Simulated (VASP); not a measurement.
Runs of VASP 6.6.1 on Sr2FeCl. The structure is that of space group R-3m (No. 166), or close to it. The cells are those of the table. 

| task | spin | cell | k mesh | cutoff (eV) | gap on the mesh (eV) | pressure (GPa) | relaxed volume (Å³/atom) | largest force (eV/Å) |
| --- | --- | --- | --- | --- | --- | --- | --- | --- |
| single point | off | a = 4.010, b = 4.010, c = 8.524 Å, angles 103.6, 103.6, 60.0°, 4 atoms | 8 × 8 × 8 | 520 | none | 0.0 | - | 0.01 |
| relaxation of cell and atoms | off | relaxed from a = 3.914, b = 3.914, c = 7.366 Å, angles 105.4, 105.4, 60.0°, 4 atoms | 8 × 8 × 8 | 600 | none | 0.0 | 28.63 | - |
| single point | off | a = 4.004, b = 4.004, c = 8.546 Å, angles 103.6, 103.6, 60.0°, 4 atoms | 5 × 5 × 5 | 520 | none | 0.1 | - | 0.01 |
| relaxation of cell and atoms | off | relaxed from a = 3.914, b = 3.914, c = 7.366 Å, angles 105.4, 105.4, 60.0°, 4 atoms | 5 × 5 × 5 | 600 | none | 0.0 | (a) | - |
| single point | collinear, ferrimagnetic start | a = 4.124, b = 4.124, c = 8.644 Å, angles 103.8, 103.8, 60.0°, 4 atoms | 5 × 5 × 5 | 520 | none | 0.1 | - | - |

Alike in all rows: level PBE; potentials or basis VASP PAW PBE potentials, release 64 (Fe, Cl, Sr_sv); smearing fermi-dirac 0.1 eV.

Problem. Estimate the missing entries.

Solution. (a) 28.66.

Caveats: some runs use coarse meshes; an odd number of electrons without spin polarisation forces a metal (some runs); a magnetic or distorted state may lie lower (some runs); the volume moved by over 15 % at a fixed basis, so the end points are rough (some runs); a cell with one magnetic atom can't hold antiferromagnetic order, which such compounds often take (some runs).

A k mesh can miss the band edges, and the runs leave out spin-orbit coupling on Sr.

A gap of «none» marks levels without a gap at the run's occupations.
